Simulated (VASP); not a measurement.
## InP: single point with PBE+D3(BJ)

The system is InP, a slab with vacuum.

```
CELL_PARAMETERS angstrom
8.33479 0.00000 0.00000
-4.16740 7.21814 0.00000
0.00000 0.00000 20.25333
ATOMIC_POSITIONS crystal
P 0.50000 0.00000 0.39500
P 0.50000 0.50000 0.39500
P 0.00000 0.00000 0.39500
P 0.00000 0.50000 0.39500
P 0.66667 0.83333 0.57570
P 0.66667 0.33333 0.57570
P 0.16667 0.83333 0.57570
P 0.16667 0.33333 0.57570
In 0.16667 0.83333 0.43700
In 0.16667 0.33333 0.43700
In 0.66667 0.83333 0.43700
In 0.66667 0.33333 0.43700
In 0.33333 0.66667 0.60214
In 0.33333 0.16667 0.60214
In 0.83333 0.66667 0.60214
In 0.83333 0.16667 0.60214
```

```json
{
  "Program": "VASP 6.6.1",
  "Task": "single point",
  "Functional": "PBE",
  "Dispersion": "D3(BJ)",
  "Potentials or basis": "VASP PAW PBE potentials, release 64 (P, In_d)",
  "Cutoff": "520 eV",
  "k mesh": "2 × 2 × 1",
  "Occupations": "gaussian, width 0.05 eV",
  "Spin": "no spin polarisation"
}
```

```
Largest force              : 0.396 eV/Å
Band gap on the k mesh     : zero (filled and empty bands touch)
Dispersion energy per atom : -0.205 eV
```

Forces on the atoms (eV/Å):
```
P    0.000  0.000  0.396
P    0.000  0.000  0.396
P    0.000  0.000  0.396
P    0.000  0.000  0.396
P    0.000  0.000 -0.014
P    0.000  0.000 -0.014
P    0.000  0.000 -0.014
P    0.000  0.000 -0.014
In   0.000  0.000 -0.379
In   0.000  0.000 -0.379
In   0.000  0.000 -0.379
In   0.000  0.000 -0.379
In   0.000  0.000 -0.004
In   0.000  0.000 -0.004
In   0.000  0.000 -0.004
In   0.000  0.000 -0.004
```

Levels at points of the mesh, in eV from the Fermi level:
| k point | band 70 | band 71 | band 72 | band 73 | band 74 | band 75 |
| --- | --- | --- | --- | --- | --- | --- |
| (0.00, 0.00, 0.00) | -0.93 | -0.03 | -0.01 | -0.01 | 0.52 | 0.52 |
| (0.50, 0.00, 0.00) | -0.69 | -0.49 | -0.49 | 0.49 | 0.49 | 0.75 |

It took 14 min on 1 thread of Intel Xeon 6975P-C (shared host), peak memory 1.2 GiB.

Caveat: the k points lie up to 0.44 Å⁻¹ apart; spin-orbit coupling is left out, which moves the levels of the heavy elements.
